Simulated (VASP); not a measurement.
# HfC (P6_3/mmc) in VASP: a series of runs

HfC is run at these levels: r2SCAN; tasks: single point.

Everything below comes from runs of VASP 6.6.1. Logs are shortened: lines on timing, memory, paths and dates and some standing lists are left out, and cuts for length are marked.

## (1) The cell of the first run

Symmetry: P6_3/mmc, No. 194, hexagonal system. The conventional cell has a = 3.286 Å, b = 3.286 Å, c = 5.115 Å, α = 90.00°, β = 90.00°, γ = 120.00°. Within 3.0 Å of Hf (site symmetry -6m2) lie 6 C at 2.29 Å. Within 3.0 Å of C (site symmetry -3m) lie 6 Hf at 2.29 Å and 2 C at 2.56 Å.

## (2) Single point, r2SCAN

Contents of POSCAR:

```
HfC
1.0
    3.2861963065      0.0000000000      0.0000000000
   -1.6430981532      2.8459296037      0.0000000000
    0.0000000000      0.0000000000      5.1145153681
Hf C
2 2
Direct
    0.6666666667      0.3333333333      0.7500000000
    0.3333333333      0.6666666667      0.2500000000
    0.0000000000      0.0000000000      0.0000000000
    0.0000000000      0.0000000000      0.5000000000
```

Contents of INCAR.step1:

```
ALGO = Normal
EDIFF = 1E-4
ENCUT = 520
GGA = PE
ISMEAR = -1
LASPH = True
LCHARG = False
LREAL = False
LWAVE = True
NBANDS = 22
NELM = 60
PREC = Accurate
SIGMA = 0.1
```

Contents of INCAR.step2:

```
ALGO = Normal
EDIFF = 1E-7
ENCUT = 520
ISIF = 2
ISMEAR = -1
ISTART = 1
LASPH = True
LCHARG = False
LMIXTAU = True
LREAL = False
LWAVE = False
METAGGA = R2SCAN
NBANDS = 22
NELM = 60
PREC = Accurate
SIGMA = 0.1
```

Contents of KPOINTS:

```
k-points
0
Gamma
  8 8 5
```

Potentials or basis: VASP PAW PBE potentials, release 64 (Hf_pv, C).

Run with:

```console
$ cat potpaw_PBE.64/Hf_pv/POTCAR potpaw_PBE.64/C/POTCAR > POTCAR
$ cp INCAR.step1 INCAR
$ mpirun -np 1 vasp_std > vasp.out
$ cp INCAR.step2 INCAR
$ mpirun -np 1 vasp_std > vasp.out
```

OUTCAR:

```text
EDIFF = 1E-7
   ENCUT = 520
   ISIF = 2
   ISMEAR = -1
   ISTART = 1
   LASPH = True
   LREAL = False
   METAGGA = R2SCAN
   NELM = 60
   PREC = Accurate

 ion  position               nearest neighbor table
   1  0.667  0.333  0.750-   3 2.29   4 2.29   3 2.29   4 2.29   3 2.29   4 2.29   2 3.18   2 3.18
                             2 3.18   2 3.18   2 3.18   2 3.18
   2  0.333  0.667  0.250-   3 2.29   4 2.29   3 2.29   4 2.29   3 2.29   4 2.29   1 3.18   1 3.18
                             1 3.18   1 3.18   1 3.18   1 3.18
   3  0.000  0.000  0.000-   1 2.29   2 2.29   1 2.29   2 2.29   1 2.29   2 2.29
   4  0.000  0.000  0.500-   1 2.29   2 2.29   1 2.29   2 2.29   1 2.29   2 2.29

  LATTYP: Found a hexagonal cell.
 ALAT       =     3.2861963065
 C/A-ratio  =     1.5563633122

  Lattice vectors:

 A1 = (   3.2861963065,   0.0000000000,   0.0000000000)
 A2 = (  -1.6430981532,   2.8459296037,   0.0000000000)
 A3 = (   0.0000000000,   0.0000000000,   5.1145153681)

Analysis of symmetry for initial positions (statically):
=====================================================================
 Subroutine PRICEL returns:
 Original cell was already a primitive cell.

 Routine SETGRP: Setting up the symmetry group for a
 hexagonal supercell.

 Subroutine GETGRP returns: Found 24 space group operations
 (whereof 12 operations were pure point group operations)
 out of a pool of 24 trial point group operations.

The static configuration has the point symmetry D_3d.
 The point group associated with its full space group is D_6h.

Analysis of symmetry for dynamics (positions and initial velocities):
=====================================================================
 Subroutine PRICEL returns:
 Original cell was already a primitive cell.

 Routine SETGRP: Setting up the symmetry group for a
 hexagonal supercell.

 Subroutine GETGRP returns: Found 24 space group operations
 (whereof 12 operations were pure point group operations)
 out of a pool of 24 trial point group operations.

The dynamic configuration has the point symmetry D_3d.
 The point group associated with its full space group is D_6h.

 Subroutine INISYM returns: Found 24 space group operations
 (whereof 12 operations are pure point group operations),
 and found     1 'primitive' translations

----------------------------------------------------------------------------------------

                                     Primitive cell

  volume of cell :      47.8324

  direct lattice vectors                    reciprocal lattice vectors
     3.286196306  0.000000000  0.000000000     0.304303184  0.175689518  0.000000000
    -1.643098153  2.845929604  0.000000000     0.000000000  0.351379036  0.000000000
     0.000000000  0.000000000  5.114515368     0.000000000  0.000000000  0.195521946

  length of vectors
     3.286196306  3.286196411  5.114515368     0.351379047  0.351379036  0.195521946

  position of ions in fractional coordinates (direct lattice)
     0.666666667  0.333333333  0.750000000
     0.333333333  0.666666667  0.250000000
     0.000000000  0.000000000  0.000000000
     0.000000000  0.000000000  0.500000000

  ion indices of the primitive-cell ions
   primitive index   ion index
                 1           1
                 2           2
                 3           3
                 4           4

----------------------------------------------------------------------------------------

 KPOINTS: k-points

Automatic generation of k-mesh.
 Grid dimensions read from file:
 generate k-points for:    8    8    5

 Generating k-lattice:

  Cartesian coordinates                     Fractional coordinates (reciprocal lattice)
     0.038037898  0.021961190  0.000000000     0.125000000  0.000000000  0.000000000
     0.000000000  0.043922379  0.000000000     0.000000000  0.125000000  0.000000000
     0.000000000  0.000000000  0.039104389     0.000000000  0.000000000  0.200000000

  Length of vectors
     0.043922381  0.043922379  0.039104389

  Shift w.r.t. Gamma in fractional coordinates (k-lattice)
     0.000000000  0.000000000  0.000000000

 Subroutine IBZKPT returns following result:
 ===========================================

 Found     30 irreducible k-points:

 Following reciprocal coordinates:
            Coordinates               Weight
  0.000000  0.000000  0.000000      1.000000
  0.125000  0.000000  0.000000      6.000000
  0.250000  0.000000  0.000000      6.000000
  0.375000  0.000000  0.000000      6.000000
  0.500000  0.000000  0.000000      3.000000
  0.125000  0.125000  0.000000      6.000000
[... 16 lines left out ...]
  0.250000  0.000000  0.400000     12.000000
  0.375000  0.000000  0.400000     12.000000
 [... further k-points ...]
   k-points           NKPTS =     30   k-points in BZ     NKDIM =     30   number of bands    NBANDS=     22
   number of dos      NEDOS =    301   number of ions     NIONS =      4
   total plane-waves  NPLWV =  23040
   dimension x,y,z NGX =    24 NGY =   24 NGZ =   40
   dimension x,y,z NGXF=    48 NGYF=   48 NGZF=   80
   ions per type =               2   2
   NGX,Y,Z   is equivalent  to a cutoff of  12.14, 12.14, 13.00 a.u.
   NGXF,Y,Z  is equivalent  to a cutoff of  24.28, 24.28, 26.00 a.u.
 SYSTEM =  unknown system
   PREC   = accura    normal or accurate (medium, high low for compatibility)
   ISTART =      1    job   : 0-new  1-cont  2-samecut
   ICHARG =      0    charge: 1-file 2-atom 10-const
   ISPIN  =      1    spin polarized calculation?
   LNONCOLLINEAR =      F non collinear calculations
   LSORBIT =      F    spin-orbit coupling
   LASPH  =      T    aspherical Exc in radial PAW
   ENCUT  =  520.0 eV  38.22 Ry    6.18 a.u.   6.11  6.11  9.51*2*pi/ulx,y,z
   NELM   =     60;   NELMIN=  2; NELMDL=  0     # of ELM steps
   EDIFF  = 0.1E-06   stopping-criterion for ELM
   LREAL  =      F    real-space projection
   EDIFFG = 0.1E-05   stopping-criterion for IOM
   NSW    =      0    number of steps for IOM
   IBRION =     -1    ionic relax: 0-MD 1-quasi-New 2-CG
   NFREE  =      0    steps in history (QN), initial steepest desc. (CG)
   ISIF   =      2    stress and relaxation
   ISYM   =      2    0-nonsym 1-usesym 2-fastsym
   POTIM  = 0.5000    time-step for ionic-motion
   TEBEG  =    0.0;   TEEND  =   0.0 temperature during run
   PSTRESS=    0.0 pullay stress
   NELECT =      28.0000    total number of electrons
   NUPDOWN=      -1.0000    fix difference up-down
   EMIN   =  10.00;   EMAX   =-10.00  energy-range for DOS
   EFERMI =   0.00;   METHOD = LEGACY
   ISMEAR =    -1;   SIGMA  =   0.10  broadening in eV -4-tet -1-fermi 0-gaus
   EFERMI_NEDOS =   21; number of points for ismear=-14 and -15
   IALGO  =     38    algorithm
   IMIX   =      4    mixing-type and parameters
     AMIX     =   0.40;   BMIX     =  1.00
     AMIX_MAG =   1.60;   BMIX_MAG =  1.00
  volume/ion in A,a.u.               =      11.96        80.70
  Fermi-wavevector in a.u.,A,eV,Ry     =   1.369473  2.587929 25.517130  1.875456
  Thomas-Fermi vector in A             =   2.495345
   LORBIT       =      0    0 simple, 1 ext, 2 COOP (PROOUT), +10 PAW based schemes
   METAGGA = R2SCAN    functional components
   LHFCALC =     F    Hartree Fock is set to
   AEXX    =    0.0000 exact exchange contribution
   IVDW    =     0    specifies the selected vdW correction
   LEPSILON=     F    determine dielectric tensor
   LRPA    =     F    only Hartree local field effects (RPA)
 non-spin polarized calculation
  energy-cutoff  :      520.00
  volume of cell :       47.83
 maximum number of plane-waves:      1304
   NGX = 13   NGY = 13   NGZ = 19

 number of electron      27.9999995 magnetization

 Free energy of the ion-electron system (eV)
  ---------------------------------------------------
  ext. energy  EPLUGINS =         0.00000000
  ---------------------------------------------------
  free energy    TOTEN  =      -113.67411191 eV

  energy without entropy =     -113.65077571  energy(sigma->0) =     -113.66244381

 E-fermi :   6.7914     XC(G=0): -13.4213

 val. band max:        6.7506467033   @ k =   0.0000   0.0000   0.2000
 cond. band min:       7.0188034749   @ k =   0.3750   0.2500   0.0000
 fundamental gap:      0.2681567716
 Fermi energy:         6.7914234629

 k-point     1 :       0.0000    0.0000    0.0000
  band No.  band energies     occupation
      1     -24.9488      2.00000
      2     -24.2400      2.00000
      3     -24.2400      2.00000
      4     -24.1381      2.00000
      5     -24.1381      2.00000
      6     -24.0421      2.00000
[... 14 lines left out ...]
     21      11.4873      0.00000
     22      15.8704      0.00000

 k-point     2 :       0.1250    0.0000    0.0000
  band No.  band energies     occupation
      1     -24.9038      2.00000
      2     -24.3306      2.00000
      3     -24.2743      2.00000
      4     -24.2202      2.00000
      5     -24.1407      2.00000
      6     -24.0584      2.00000
[... 14 lines left out ...]
     21      12.3467      0.00000
     22      15.1431      0.00000

 k-point     3 :       0.2500    0.0000    0.0000
  band No.  band energies     occupation
      1     -24.7831      2.00000
      2     -24.5514      2.00000
      3     -24.4040      2.00000
      4     -24.3462      2.00000
      5     -24.1572      2.00000
      6     -24.1091      2.00000
[... 14 lines left out ...]
     21      14.0224      0.00000
     22      14.1954      0.00000
[... 476 lines left out ...]
 k-point    23 :       0.2500    0.0000    0.4000
  band No.  band energies     occupation
      1     -24.7069      2.00000
      2     -24.5980      2.00000
      3     -24.3391      2.00000
      4     -24.2816      2.00000
      5     -24.2233      2.00000
      6     -24.2126      2.00000
[... 14 lines left out ...]
     21      14.2572      0.00000
     22      14.4504      0.00000

 k-point    24 :       0.3750    0.0000    0.4000
  band No.  band energies     occupation
      1     -24.8369      2.00000
      2     -24.7684      2.00000
      3     -24.3335      2.00000
      4     -24.3324      2.00000
      5     -24.2610      2.00000
      6     -24.2190      2.00000
[... 14 lines left out ...]
     21      14.7574      0.00000
     22      15.0400      0.00000

 [... further k-points ...]

------------------------ aborting loop because EDIFF is reached ----------------------------------------

  FORCE on cell =-STRESS in cart. coord.  units (eV):
  Direction    XX          YY          ZZ          XY          YZ          ZX
  --------------------------------------------------------------------------------------
  -------------------------------------------------------------------------------------
  Total        2.3153089      2.3153091      3.9007585      0.0000000      0.0000000     -0.0000000
  in kB       77.5527813     77.5527879    130.6584510      0.0000000      0.0000000     -0.0000000
  external PRESSURE =      95.2546734 kB  Pullay stress =       0.0000000 kB

 VOLUME and BASIS-vectors are now :
 -----------------------------------------------------------------------------
  energy-cutoff  :      520.00
  volume of cell :       47.83
      direct lattice vectors                 reciprocal lattice vectors
     3.286196306  0.000000000  0.000000000     0.304303184  0.175689518  0.000000000
    -1.643098153  2.845929604  0.000000000     0.000000000  0.351379036  0.000000000
     0.000000000  0.000000000  5.114515368     0.000000000  0.000000000  0.195521946

 POSITION                                       TOTAL-FORCE (eV/Angst)
 -----------------------------------------------------------------------------------
      1.64310      0.94864      3.83589         0.000000      0.000000      0.000000
     -0.00000      1.89729      1.27863        -0.000000     -0.000000      0.000000
      0.00000      0.00000      0.00000        -0.000000     -0.000000      0.000000
      0.00000      0.00000      2.55726        -0.000000     -0.000000      0.000000
 -----------------------------------------------------------------------------------
    total drift:                               -0.000000      0.000000     -0.000000

  FREE ENERGIE OF THE ION-ELECTRON SYSTEM (eV)
  ---------------------------------------------------
  free  energy   TOTEN  =      -113.6741119082 eV

  energy  without entropy=     -113.6507757110  energy(sigma->0) =     -113.66244381
```

Wall time 2.8 min (1 thread of Intel Xeon 8259CL, shared host); peak memory 0.18 GiB.

What came out:

```
Free energy            : -113.6741 eV
Pressure               : 9.5 GPa
Band gap on the k mesh : zero (bands 14 and 15 overlap by 1.43 eV)
```

Levels at points of the mesh, in eV from the Fermi level:
```csv
k point,band 11,band 12,band 13,band 14,band 15,band 16,band 17,band 18
"(0.00, 0.00, 0.00)",-3.45,-1.44,-1.44,1.29,1.67,1.67,2.17,2.17
"(0.50, 0.00, 0.00)",-3.87,-3.60,-1.86,-1.29,1.65,4.84,5.29,5.42
```

Caveat: the cell stands under pressure; the PAW data sets were made with another functional, which shifts forces and pressure a little; spin-orbit coupling is left out, which moves the levels of the heavy elements.

## (3) Single point, r2SCAN

This run uses another cell than the first one, of 12.27 Å³/atom.

Contents of POSCAR:

```
HfC
1.0
    3.3147733609      0.0000000000      0.0000000000
   -1.6573866805      2.8706780599      0.0000000000
    0.0000000000      0.0000000000      5.1589916472
Hf C
2 2
Direct
    0.6666666667      0.3333333333      0.7500000000
    0.3333333333      0.6666666667      0.2500000000
    0.0000000000      0.0000000000      0.0000000000
    0.0000000000      0.0000000000      0.5000000000
```

Contents of INCAR.step1:

```
SYSTEM = HfC
PREC = Accurate
ENCUT = 520
ISMEAR = -1
SIGMA = 0.1
LREAL = .FALSE.
LASPH = .TRUE.
NELM = 80
NBANDS = 22
GGA = PE
ALGO = Normal
EDIFF = 1E-4
LWAVE = .TRUE.
LCHARG = .FALSE.
```

Contents of INCAR.step2:

```
SYSTEM = HfC
PREC = Accurate
ENCUT = 520
EDIFF = 1E-6
ISMEAR = -1
SIGMA = 0.1
LREAL = .FALSE.
LASPH = .TRUE.
NELM = 80
ALGO = Normal
ISIF = 2
LWAVE = .FALSE.
LCHARG = .FALSE.
METAGGA = R2SCAN
LMIXTAU = .TRUE.
NBANDS = 22
ISTART = 1
```

Contents of KPOINTS:

```
Automatic mesh
0
G
  8 8 5
  0 0 0
```

Potentials or basis: VASP PAW PBE potentials, release 64 (Hf_pv, C).

Run with:

```console
$ cat potpaw_PBE.64/Hf_pv/POTCAR potpaw_PBE.64/C/POTCAR > POTCAR
$ cp INCAR.step1 INCAR
$ mpirun -np 1 vasp_std > vasp.out
$ cp INCAR.step2 INCAR
$ mpirun -np 1 vasp_std > vasp.out
```

It took 3.7 min on 1 thread of Intel Xeon 8259CL, shared host; peak memory 0.19 GiB.

Results (log left out):

```yaml
Free_energy: -113.7208 eV
Pressure: 2.4 GPa
Band_gap_on_the_k_mesh: zero (bands 14 and 15 overlap by 1.39 eV)
```

Stress tensor (GPa, compression positive):
```
0.55 0.00 0.00
0.00 0.55 0.00
0.00 0.00 6.19
```

Levels at points of the mesh, in eV from the Fermi level:
| k point | band 12 | band 13 | band 14 | band 15 | band 16 | band 17 |
| --- | --- | --- | --- | --- | --- | --- |
| (0.00, 0.00, 0.00) | -1.42 | -1.42 | 1.27 | 1.64 | 1.64 | 2.11 |
| (0.50, 0.00, 0.00) | -3.58 | -1.83 | -1.32 | 1.58 | 4.70 | 5.11 |

Caveat: the PAW data sets were made with another functional, which shifts forces and pressure a little; spin-orbit coupling is left out, which moves the levels of the heavy elements.

## (4) Single point, r2SCAN

This run uses another cell than the first one, of 12.59 Å³/atom.

Contents of POSCAR:

```
HfC
1.0
    3.3428660000      0.0000000000      0.0000000000
   -1.6714330000      2.8950070000      0.0000000000
    0.0000000000      0.0000000000      5.2027140000
Hf C
2 2
Direct
    0.6666666667      0.3333333333      0.7500000000
    0.3333333333      0.6666666667      0.2500000000
    0.0000000000      0.0000000000      0.0000000000
    0.0000000000      0.0000000000      0.5000000000
```

Contents of INCAR.step1:

```
PREC     = Accurate       # precision mode
ENCUT    = 520            # plane-wave cutoff, eV
ISMEAR   = -1             # smearing method
SIGMA    = 0.1            # smearing width, eV
LREAL    = False          # projectors in reciprocal space
LASPH    = True           # aspherical terms in the spheres
NELM     = 80             # most SCF steps
NBANDS   = 22             # bands
GGA      = PE             # functional
ALGO     = Normal         # electronic algorithm
EDIFF    = 1E-4           # SCF threshold, eV
LWAVE    = True           # write WAVECAR
LCHARG   = False          # write CHGCAR
```

Contents of INCAR.step2:

```
PREC     = Accurate       # precision mode
ENCUT    = 520            # plane-wave cutoff, eV
EDIFF    = 1E-7           # SCF threshold, eV
ISMEAR   = -1             # smearing method
SIGMA    = 0.1            # smearing width, eV
LREAL    = False          # projectors in reciprocal space
LASPH    = True           # aspherical terms in the spheres
NELM     = 80             # most SCF steps
ALGO     = Normal         # electronic algorithm
ISIF     = 2              # what is computed and relaxed
LWAVE    = False          # write WAVECAR
LCHARG   = True           # write CHGCAR
METAGGA  = R2SCAN         # meta-GGA
LMIXTAU  = True         
LELF     = True           # ELF
LVHAR    = True         
NBANDS   = 22             # bands
ISTART   = 1
```

Contents of KPOINTS:

```
Automatic mesh
0
Gamma
  8 8 5
```

Run with:

```console
$ cat potpaw_PBE.64/Hf_pv/POTCAR potpaw_PBE.64/C/POTCAR > POTCAR
$ cp INCAR.step1 INCAR
$ mpirun -np 1 vasp_std > vasp.out
$ cp INCAR.step2 INCAR
$ mpirun -np 1 vasp_std > vasp.out
```

It took 5.1 min on 1 thread of Intel Xeon 8259CL, shared host; peak memory 0.2 GiB.

The run converged. Its results:

```yaml
Free_energy: -113.7154 eV
Pressure: -3.8 GPa
Band_gap_on_the_k_mesh: zero (bands 14 and 15 overlap by 1.36 eV)
```

Stress tensor (GPa, compression positive):
```
-5.78  0.00  0.00
 0.00 -5.78  0.00
 0.00  0.00  0.15
```

Levels at points of the mesh, in eV from the Fermi level:
| k point | band 10 | band 11 | band 12 | band 13 | band 14 | band 15 | band 16 | band 17 | band 18 | band 19 |
| --- | --- | --- | --- | --- | --- | --- | --- | --- | --- | --- |
| (0.00, 0.00, 0.00) | -3.32 | -3.32 | -1.39 | -1.39 | 1.24 | 1.61 | 1.61 | 2.06 | 2.06 | 2.45 |
| (0.50, 0.00, 0.00) | -4.36 | -3.70 | -3.56 | -1.79 | -1.35 | 1.51 | 4.56 | 4.94 | 5.10 | 5.73 |

Caveat: the cell stands under tension; the PAW data sets were made with another functional, which shifts forces and pressure a little; spin-orbit coupling is left out, which moves the levels of the heavy elements.

[end of part 1 of 2]
